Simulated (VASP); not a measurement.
# AlCu3 in VASP: a series of runs

The runs below take AlCu3 through relaxation of cell and atoms, single point, with r2SCAN.

Program: VASP 6.6.1. These are calculated values, not measurements. Logs are shortened: lines on timing, memory, paths and dates and some standing lists are left out, and cuts for length are marked.

## Step 1: The cell of the first run

It takes space group Fm-3m (No. 225, cubic). The conventional cell has a = 5.580 Å, b = 5.580 Å, c = 5.580 Å, α = 90.00°, β = 90.00°, γ = 90.00°. Within 3.2 Å of Al (site symmetry m-3m) lie 14 Cu at 2.42 to 2.79 Å. Within 3.2 Å of Cu (site symmetry m-3m) lie 8 Cu at 2.42 Å and 6 Al at 2.79 Å. Within 3.2 Å of Cu (site symmetry -43m) lie 4 Al at 2.42 Å and 10 Cu at 2.42 to 2.79 Å.

## Step 2: Relaxation of cell and atoms, r2SCAN, target pressure 20 GPa, at which the enthalpy is minimised

POSCAR

```
AlCu3
1.0
    0.0000000000      2.7898410364      2.7898410364
    2.7898410364      0.0000000000      2.7898410364
    2.7898410364      2.7898410364      0.0000000000
Al Cu
1 3
Direct
    0.0000000000      0.0000000000      0.0000000000
    0.5000000000      0.5000000000      0.5000000000
    0.2500000000      0.2500000000      0.2500000000
    0.7500000000      0.7500000000      0.7500000000
```

INCAR.step1

```
SYSTEM = AlCu3
PREC = Accurate ; ENCUT = 600
ISMEAR = 0 ; SIGMA = 0.1
LREAL = .False. ; LASPH = .True.
NELM = 60 ; GGA = PE
ALGO = Normal ; EDIFF = 1E-4
LWAVE = .True. ; LCHARG = .False.
```

INCAR.step2

```
SYSTEM = AlCu3
PREC = Accurate ; ENCUT = 600
EDIFF = 1E-6 ; ISMEAR = 0
SIGMA = 0.1 ; LREAL = .False.
LASPH = .True. ; NELM = 60
ALGO = Normal ; ISIF = 3
LWAVE = .False. ; LCHARG = .False.
METAGGA = R2SCAN ; LMIXTAU = .True.
IBRION = 2 ; NSW = 70
EDIFFG = -0.008 ; PSTRESS = 200.0
ISTART = 1
```

KPOINTS

```
Automatic mesh
0
Gamma
  12 12 12
  0 0 0
```

Potentials or basis: VASP PAW PBE potentials, release 64 (Al, Cu).

The run is started by

```bash
> cat potpaw_PBE.64/Al/POTCAR potpaw_PBE.64/Cu/POTCAR > POTCAR
> cp INCAR.step1 INCAR
> mpirun -np 1 vasp_std > vasp.out
> cp INCAR.step2 INCAR
> mpirun -np 1 vasp_std > vasp.out
```

OUTCAR:

```text
SYSTEM = AlCu3
   PREC = Accurate
   ENCUT = 600
   EDIFF = 1E-6
   ISMEAR = 0
   LREAL = .False.
   LASPH = .True.
   NELM = 60
   ISIF = 3
   METAGGA = R2SCAN
   IBRION = 2
   NSW = 70
   EDIFFG = -0.008
   PSTRESS = 200.0
   ISTART = 1

 ion  position               nearest neighbor table
   1  0.000  0.000  0.000-   4 2.42   4 2.42   4 2.42   3 2.42   3 2.42   3 2.42   4 2.42   3 2.42
                             2 2.79   2 2.79   2 2.79   2 2.79   2 2.79   2 2.79
   2  0.500  0.500  0.500-   3 2.42   3 2.42   3 2.42   4 2.42   4 2.42   4 2.42   4 2.42   3 2.42
                             1 2.79   1 2.79   1 2.79   1 2.79   1 2.79   1 2.79
   3  0.250  0.250  0.250-   1 2.42   1 2.42   1 2.42   2 2.42   2 2.42   2 2.42   2 2.42   1 2.42
                             4 2.79   4 2.79   4 2.79   4 2.79   4 2.79   4 2.79
   4  0.750  0.750  0.750-   2 2.42   2 2.42   2 2.42   1 2.42   1 2.42   1 2.42   2 2.42   1 2.42
                             3 2.79   3 2.79   3 2.79   3 2.79   3 2.79   3 2.79

  LATTYP: Found a face centered cubic cell.
 ALAT       =     5.5796820728

  Lattice vectors:

 A1 = (   0.0000000000,   2.7898410364,   2.7898410364)
 A2 = (   2.7898410364,   0.0000000000,   2.7898410364)
 A3 = (   2.7898410364,   2.7898410364,   0.0000000000)

Analysis of symmetry for initial positions (statically):
=====================================================================
 Subroutine PRICEL returns:
 Original cell was already a primitive cell.

 Routine SETGRP: Setting up the symmetry group for a
 face centered cubic supercell.

 Subroutine GETGRP returns: Found 48 space group operations
 (whereof 48 operations were pure point group operations)
 out of a pool of 48 trial point group operations.

The static configuration has the point symmetry O_h .

Analysis of symmetry for dynamics (positions and initial velocities):
=====================================================================
 Subroutine PRICEL returns:
 Original cell was already a primitive cell.

 Routine SETGRP: Setting up the symmetry group for a
 face centered cubic supercell.

 Subroutine GETGRP returns: Found 48 space group operations
 (whereof 48 operations were pure point group operations)
 out of a pool of 48 trial point group operations.

The dynamic configuration has the point symmetry O_h .

 Subroutine INISYM returns: Found 48 space group operations
 (whereof 48 operations are pure point group operations),
 and found     1 'primitive' translations

----------------------------------------------------------------------------------------

                                     Primitive cell

  volume of cell :      43.4279

  direct lattice vectors                    reciprocal lattice vectors
     0.000000000  2.789841036  2.789841036    -0.179221681  0.179221681  0.179221681
     2.789841036  0.000000000  2.789841036     0.179221681 -0.179221681  0.179221681
     2.789841036  2.789841036  0.000000000     0.179221681  0.179221681 -0.179221681

  length of vectors
     3.945431031  3.945431031  3.945431031     0.310421057  0.310421057  0.310421057

  position of ions in fractional coordinates (direct lattice)
     0.000000000  0.000000000  0.000000000
     0.500000000  0.500000000  0.500000000
     0.250000000  0.250000000  0.250000000
     0.750000000  0.750000000  0.750000000

  ion indices of the primitive-cell ions
   primitive index   ion index
                 1           1
                 2           2
                 3           3
                 4           4

----------------------------------------------------------------------------------------

 KPOINTS: Automatic mesh

Automatic generation of k-mesh.
 Grid dimensions read from file:
 generate k-points for:   12   12   12

 Generating k-lattice:

  Cartesian coordinates                     Fractional coordinates (reciprocal lattice)
    -0.014935140  0.014935140  0.014935140     0.083333333  0.000000000  0.000000000
     0.014935140 -0.014935140  0.014935140     0.000000000  0.083333333  0.000000000
     0.014935140  0.014935140 -0.014935140     0.000000000  0.000000000  0.083333333

  Length of vectors
     0.025868421  0.025868421  0.025868421

  Shift w.r.t. Gamma in fractional coordinates (k-lattice)
     0.000000000  0.000000000  0.000000000

 Subroutine IBZKPT returns following result:
 ===========================================

 Found     72 irreducible k-points:

 Following reciprocal coordinates:
            Coordinates               Weight
  0.000000  0.000000  0.000000      1.000000
  0.083333  0.000000  0.000000      8.000000
  0.166667  0.000000  0.000000      8.000000
  0.250000  0.000000  0.000000      8.000000
  0.333333  0.000000  0.000000      8.000000
  0.416667  0.000000  0.000000      8.000000
[... 16 lines left out ...]
  0.500000  0.166667  0.000000     24.000000
 -0.416667  0.166667  0.000000     24.000000
 [... further k-points ...]
[... 50 lines left out ...]
 non-spin polarized calculation
 Gauss-broadening in eV      SIGMA  =   0.10
  energy-cutoff  :      600.00
  volume of cell :       43.43
 maximum number of plane-waves:      1464
   NGX = 15   NGY = 15   NGZ = 15

--------------------------------------- Ionic step        1  -------------------------------------------

 number of electron      35.9999962 magnetization

 Free energy of the ion-electron system (eV)
  ---------------------------------------------------
  ext. energy  EPLUGINS =         0.00000000
  ---------------------------------------------------
  free energy    TOTEN  =       -39.66237109 eV

  energy without entropy =      -39.65726391  energy(sigma->0) =      -39.65981750

------------------------ aborting loop because EDIFF is reached ----------------------------------------

  FORCE on cell =-STRESS in cart. coord.  units (eV):
  Direction    XX          YY          ZZ          XY          YZ          ZX
  --------------------------------------------------------------------------------------
  -------------------------------------------------------------------------------------
  Total        5.6497058      5.6497058      5.6497058      0.0000000     -0.0000000     -0.0000000
  in kB      208.4337529    208.4337529    208.4337529      0.0000000     -0.0000000     -0.0000000
  external PRESSURE =       8.4337529 kB  Pullay stress =     200.0000000 kB

 VOLUME and BASIS-vectors are now :
 -----------------------------------------------------------------------------
  energy-cutoff  :      600.00
  volume of cell :       43.43
      direct lattice vectors                 reciprocal lattice vectors
     0.000000000  2.789841036  2.789841036    -0.179221681  0.179221681  0.179221681
     2.789841036  0.000000000  2.789841036     0.179221681 -0.179221681  0.179221681
     2.789841036  2.789841036  0.000000000     0.179221681  0.179221681 -0.179221681
[... 50 lines left out ...]
  FREE ENERGIE OF THE ION-ELECTRON SYSTEM (eV)
  ---------------------------------------------------
  free  energy   TOTEN  =       -39.7071448309 eV

  energy  without entropy=      -39.7020651542  energy(sigma->0) =      -39.70460499

  enthalpy is  TOTEN    =       -34.2410772310 eV   P V=        5.4660675999

--------------------------------------- Ionic step        3  -------------------------------------------

 number of electron      35.9999964 magnetization

 Free energy of the ion-electron system (eV)
  ---------------------------------------------------
  ext. energy  EPLUGINS =         0.00000000
  ---------------------------------------------------
  free energy    TOTEN  =       -39.68388623 eV

  energy without entropy =      -39.67879172  energy(sigma->0) =      -39.68133898

 E-fermi :   9.8358     XC(G=0): -13.9590

 val. band max:        9.8088253670   @ k =  -0.4167   0.1667   0.0000
 cond. band min:       9.8505513456   @ k =  -0.1667   0.1667   0.0000
 fundamental gap:      0.0417259786
 Fermi energy:         9.8358021735

 k-point     1 :       0.0000    0.0000    0.0000
  band No.  band energies     occupation
      1      -2.0802      2.00000
      2       4.3395      2.00000
      3       4.3395      2.00000
      4       4.4995      2.00000
      5       4.4996      2.00000
      6       4.4996      2.00000
[... 14 lines left out ...]
     21      14.5487      0.00000
     22      14.5488      0.00000
[... 552 lines left out ...]
  band No.  band energies     occupation
      1       1.3763      2.00000
      2       2.2145      2.00000
      3       4.2297      2.00000
      4       4.6337      2.00000
      5       4.8030      2.00000
      6       5.1291      2.00000
[... 14 lines left out ...]
     21      15.4439      0.00000
     22      16.5410      0.00000

 [... further k-points ...]

------------------------ aborting loop because EDIFF is reached ----------------------------------------

  FORCE on cell =-STRESS in cart. coord.  units (eV):
  Direction    XX          YY          ZZ          XY          YZ          ZX
  --------------------------------------------------------------------------------------
  -------------------------------------------------------------------------------------
  Total        5.4250029      5.4250029      5.4250029     -0.0000000     -0.0000000     -0.0000000
  in kB      199.3694224    199.3694224    199.3694224     -0.0000000     -0.0000000     -0.0000000
  external PRESSURE =      -0.6305776 kB  Pullay stress =     200.0000000 kB

 VOLUME and BASIS-vectors are now :
 -----------------------------------------------------------------------------
  energy-cutoff  :      600.00
  volume of cell :       43.60
      direct lattice vectors                 reciprocal lattice vectors
     0.000000000  2.793448509  2.793448509    -0.178990233  0.178990233  0.178990233
     2.793448509  0.000000000  2.793448509     0.178990233 -0.178990233  0.178990233
     2.793448509  2.793448509 -0.000000000     0.178990233  0.178990233 -0.178990233

 POSITION                                       TOTAL-FORCE (eV/Angst)
 -----------------------------------------------------------------------------------
      0.00000      0.00000      0.00000         0.000000     -0.000000     -0.000000
      2.79345      2.79345      2.79345         0.000000     -0.000000     -0.000000
      1.39672      1.39672      1.39672         0.000000      0.000000      0.000000
      4.19017      4.19017      4.19017        -0.000000     -0.000000     -0.000000
 -----------------------------------------------------------------------------------
    total drift:                               -0.000000     -0.000000      0.000000

  FREE ENERGIE OF THE ION-ELECTRON SYSTEM (eV)
  ---------------------------------------------------
  free  energy   TOTEN  =       -39.6838862285 eV

  energy  without entropy=      -39.6787917237  energy(sigma->0) =      -39.68133898

  enthalpy is  TOTEN    =       -34.2417247929 eV   P V=        5.4421614355

 reached required accuracy - stopping structural energy minimisation
```

Run time: 4.8 min. Hardware: 1 thread of Intel Xeon 6975P-C (Granite Rapids), shared host; peak memory 0.24 GiB.

What came out:

```
Free energy                                                : -39.6839 eV
Relaxed volume                                             : 10.90 Å³/atom
Relaxed cell                                               : a = 3.951 Å, b = 3.951 Å, c = 3.951 Å, α = 60.00°, β = 60.00°, γ = 60.00°
Space group after relaxing (to 0.1 Å)                      : Fm-3m (No. 225)
Energy change on relaxing (the run minimises the enthalpy) : -5.4 meV/atom
Ionic steps                                                : 3
Pressure after relaxing                                    : 19.9 GPa
Band gap on the k mesh                                     : zero (bands 18 and 19 overlap by 6.35 eV)
```

Step by step:
```tsv
step	energy change (eV)	largest force (eV/Å)	pressure (GPa)	volume (Å³)
1	0.0000	0.0000	20.84	43.43
2	-0.0448	0.0000	18.90	43.79
3	-0.0215	0.0000	19.94	43.60
```

Final structure:
```
CELL_PARAMETERS angstrom
0.00000 2.79345 2.79345
2.79345 0.00000 2.79345
2.79345 2.79345 0.00000
ATOMIC_POSITIONS crystal
Al 0.00000 0.00000 0.00000
Cu 0.50000 0.50000 0.50000
Cu 0.25000 0.25000 0.25000
Cu 0.75000 0.75000 0.75000
```

Caveat: the cell is relaxed towards a set pressure, so the run minimises the enthalpy, not the energy; the PAW data sets were made with another functional, which shifts forces and pressure a little.

## Step 3: Single point, r2SCAN (biaxial strain in the a-b plane: -3.0 %)

POSCAR

```
AlCu3
1.0
    0.0000000000      2.8039513709      2.8039513709
    2.8039513709      0.0000000000      2.8039513709
    2.8964528595      2.8964528595     -0.0925014885
Al Cu
1 3
Direct
    0.0000000000      0.0000000000      0.0000000000
    0.5000000000      0.5000000000      0.5000000000
    0.2499764245      0.2499764245      0.2500707266
    0.7500235755      0.7500235755      0.7499292734
```

INCAR.step1

```
  PREC = Accurate
  ENCUT = 520
  ISMEAR = 0
  SIGMA = 0.1
  LREAL = False
  LASPH = True
  NELM = 80
  NBANDS = 26
  GGA = PE
  ALGO = Normal
  EDIFF = 1E-4
  LWAVE = True
  LCHARG = False
```

INCAR.step2

```
  PREC = Accurate
  ENCUT = 520
  EDIFF = 1E-7
  ISMEAR = 0
  SIGMA = 0.1
  LREAL = False
  LASPH = True
  NELM = 80
  ALGO = Normal
  ISIF = 2
  LWAVE = False
  LCHARG = False
  METAGGA = R2SCAN
  LMIXTAU = True
  NBANDS = 26
  ISTART = 1
```

KPOINTS

```
Automatic mesh
0
Gamma
  16 16 16
```

Potentials or basis: VASP PAW PBE potentials, release 64 (Al, Cu).

The run is started by

```bash
> cat potpaw_PBE.64/Al/POTCAR potpaw_PBE.64/Cu/POTCAR > POTCAR
> cp INCAR.step1 INCAR
> mpirun -np 1 vasp_std > vasp.out
> cp INCAR.step2 INCAR
> mpirun -np 1 vasp_std > vasp.out
```

Wall time 17 min (1 thread of Intel Xeon 6975P-C (Granite Rapids), shared host); peak memory 0.49 GiB.

It converged, with:

```yaml
Free_energy: -39.8473 eV
Pressure: 7.9 GPa
Band_gap_on_the_k_mesh: zero (bands 18 and 19 overlap by 6.18 eV)
```

Stress tensor (GPa, compression positive):
```
 7.88 -4.05  4.05
-4.05  7.88  4.05
 4.05  4.05  7.88
```

Levels at points of the mesh, in eV from the Fermi level:
```csv
k point,band 14,band 15,band 16,band 17,band 18,band 19,band 20,band 21,band 22,band 23
"(0.00, 0.00, 0.00)",-2.86,-2.72,-2.72,3.35,3.98,4.14,4.14,4.60,4.60,6.36
"(0.50, 0.00, 0.00)",-2.82,-2.68,-2.65,-2.35,2.55,2.76,2.91,3.06,4.14,6.15
"(0.50, 0.50, 0.00)",-2.69,-2.60,-2.55,-2.50,-2.29,-2.20,2.07,2.88,11.30,11.71
"(0.00, 0.00, 0.50)",-2.79,-2.68,-2.68,-2.37,3.06,3.06,3.37,3.37,4.70,6.68
```

Caveat: the cell differs from its parent crystal (biaxial strain in the a-b plane: -3.0 %); the cell stands under pressure; the PAW data sets were made with another functional, which shifts forces and pressure a little.

## Step 4: Single point, r2SCAN (13.28 Å³/atom)

This run uses another cell than the first one, of 13.28 Å³/atom.

POSCAR

```
AlCu3
1.0
    0.0000000000      2.9839827233      2.9839827233
    2.9839827233      0.0000000000      2.9839827233
    2.9839827233      2.9839827233      0.0000000000
Al Cu
1 3
Direct
    0.0000000000      0.0000000000      0.0000000000
    0.5000000000      0.5000000000      0.5000000000
    0.2500000000      0.2500000000      0.2500000000
    0.7500000000      0.7500000000      0.7500000000
```

INCAR.step1

```
ALGO = Normal
EDIFF = 1E-4
ENCUT = 520
GGA = PE
ISMEAR = 0
LASPH = True
LCHARG = False
LREAL = False
LWAVE = True
NBANDS = 26
NELM = 80
PREC = Accurate
SIGMA = 0.1
```

INCAR.step2

```
ALGO = Normal
EDIFF = 1E-7
ENCUT = 520
ISIF = 2
ISMEAR = 0
ISTART = 1
LASPH = True
LCHARG = True
LELF = True
LMIXTAU = True
LREAL = False
LVHAR = True
LWAVE = False
METAGGA = R2SCAN
NBANDS = 26
NELM = 80
PREC = Accurate
SIGMA = 0.1
```

KPOINTS

```
k-points
0
Gamma
  12 12 12
```

The run is started by

```bash
> cat potpaw_PBE.64/Al/POTCAR potpaw_PBE.64/Cu/POTCAR > POTCAR
> cp INCAR.step1 INCAR
> mpirun -np 1 vasp_std > vasp.out
> cp INCAR.step2 INCAR
> mpirun -np 1 vasp_std > vasp.out
```

It took 6.1 min on 1 thread of AMD EPYC 7R13 (Zen 3), shared host; peak memory 0.21 GiB.

Results (log left out):

```yaml
Free_energy: -39.7775 eV
Pressure: -11.2 GPa
Band_gap_on_the_k_mesh: zero (bands 18 and 19 overlap by 5.77 eV)
```

Levels at points of the mesh, in eV from the Fermi level:
| k point | band 15 | band 16 | band 17 | band 18 | band 19 | band 20 | band 21 | band 22 |
| --- | --- | --- | --- | --- | --- | --- | --- | --- |
| (0.00, 0.00, 0.00) | -2.38 | -2.38 | 3.81 | 3.81 | 3.81 | 4.00 | 4.00 | 4.00 |
| (0.50, 0.00, 0.00) | -2.33 | -2.33 | -2.08 | 2.77 | 2.77 | 2.79 | 2.79 | 3.58 |
| (0.50, 0.50, 0.00) | -2.25 | -2.22 | -2.06 | -1.96 | -1.96 | 1.91 | 2.17 | 10.93 |

Caveat: the cell stands under tension; the PAW data sets were made with another functional, which shifts forces and pressure a little.

## Step 5: Summary

| task | cell | k mesh | cutoff (eV) | gap on the mesh (eV) | pressure (GPa) |
| --- | --- | --- | --- | --- | --- |
| relaxation of cell and atoms | relaxed to 20 GPa from a = 3.945 Å, angles 60.0°, 4 atoms | 12 × 12 × 12 | 600 | none | 19.9 |
| single point | a = 3.965, b = 3.965, c = 4.097 Å, angles 61.1, 61.1, 60.0°, 4 atoms | 16 × 16 × 16 | 520 | none | 7.9 |
| single point | a = 4.220 Å, angles 60.0°, 4 atoms | 12 × 12 × 12 | 520 | none | -11.2 |

Alike in all rows: level r2SCAN; potentials or basis VASP PAW PBE potentials, release 64 (Al, Cu); no spin polarisation; smearing gaussian 0.1 eV.

Caveats: the PAW data sets were made with another functional, which shifts forces and pressure a little; the cell is relaxed towards a set pressure, so the run minimises the enthalpy, not the energy (at least some runs); the cell stands under pressure (at least some runs); the cell stands under tension (at least some runs).

Absolute energies hang on the potentials; compare differences alone.
